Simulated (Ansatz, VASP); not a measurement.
## One calculation of Sn, two programs

```xyz
2
Lattice="0.0000 3.4263 2.9123 3.4263 0.0000 2.9123 3.4263 3.4263 0.0000" Properties=species:S:1:pos:R:3 pbc="T T T"
Sn    3.4263    3.4263    2.9123
Sn    5.1394    5.1394    4.3685
```

Alike in both runs: task single point; functional r2SCAN; k mesh 10 × 10 × 10; occupations gaussian, width 0.15 eV; no spin polarisation.

```csv
,VASP,Ansatz
version,VASP 6.6.1,Ansatz 0.2.0
potentials or method,"VASP PAW PBE potentials, release 64 (Sn_d), cutoff 520 eV","scalar-relativistic, plane waves, PAW"
valence electrons in the cell,28,28
```

VASP gave:

| Property | Result |
| --- | --- |
| gap on the k mesh at the Fermi level (eV) | none |
| pressure (GPa) | 1.3 |
| traceless stress, the component that is largest in VASP (GPa) | 2.57 |

Which values does Ansatz return?

gap on the k mesh at the Fermi level (eV): none; pressure (GPa): 1.3; traceless stress, the component that is largest in VASP (GPa): 2.58.

VASP's potentials were made for PBE, not for r2SCAN. A gap of «none» marks a metal or a gap that the smearing closes. The functional is the same, so the differences come from potentials, cutoffs and numerics.
